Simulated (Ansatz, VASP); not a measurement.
**PbO2 in VASP and in Ansatz**

```xyz
3
Lattice="0.0000 2.7020 2.7020 2.7020 0.0000 2.7020 2.7020 2.7020 0.0000" Properties=species:S:1:pos:R:3 pbc="T T T"
Pb    0.0000    0.0000    0.0000
O     4.0530    4.0530    4.0530
O     1.3510    1.3510    1.3510
```

Alike in both runs: functional PBEsol; k mesh 9 × 9 × 9; occupations fermi-dirac, width 0.05 eV; no spin polarisation.

```csv
,VASP,Ansatz
version,VASP 6.6.1,Ansatz 0.2.0
potentials or method,"VASP PAW PBE potentials, release 64 (Pb_d, O)",Ansatz PAW
plane-wave cutoff (eV),520,420
valence electrons in the cell,26,26
task,single point,band structure
```

VASP gave:

```
gap on the k mesh at the Fermi level (eV) : none
pressure (GPa)                            : -5.5
```

What did Ansatz give for the same quantities?

gap on the k mesh at the Fermi level (eV): none; pressure (GPa): -5.7.

VASP's potentials were made for PBE, not for PBEsol. A gap of «none» marks a metal or a gap that the smearing closes. The functional is the same, so the differences come from potentials, cutoffs and numerics.

Neither program's run includes spin-orbit coupling.
